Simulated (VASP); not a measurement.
A run of VASP 6.6.1 is set up as follows.

File INCAR:

```
SYSTEM = Se
  PREC = Accurate
  ENCUT = 520
  EDIFF = 1E-8
  ISMEAR = -1
  SIGMA = 0.03
  LREAL = .False.
  LASPH = .True.
  NELM = 60
  ALGO = Normal
  ISIF = 2
  LWAVE = .False.
  LCHARG = .False.
  GGA = PE
  LEFG = .True.
  NBANDS = 16
```

KPOINTS

```
regular mesh
0
Gamma
  6 6 5
  0 0 0
```

POSCAR

```
Se
1.0
    4.3661999489      0.0000000000      0.0000000000
   -2.1830999745      3.7812400738      0.0000000000
    0.0000000000      0.0000000000      4.8049920000
Se
3
Direct
    0.2254000000      0.0000000000      0.3333333333
    0.0000000000      0.2254000000      0.6666666667
    0.7746000000      0.7746000000      0.0000000000
```

Potentials or basis: VASP PAW PBE potentials, release 64 (Se).

The run is started by

```console
$ cat potpaw_PBE.64/Se/POTCAR > POTCAR
$ mpirun -np 1 vasp_std > vasp.out
```

Predict the largest force.

0.840 eV/Å.

What does it give for the pressure?

5.7 GPa.

Stress tensor (GPa, compression positive):
```
4.30 0.00 0.00
0.00 4.30 0.00
0.00 0.00 8.38
```

Caveat: the cell differs from its parent crystal (zz strain of -3 %); without QUAD_EFG the Cq values of the log hold for a quadrupole moment of 1 mb, not for the nuclei.
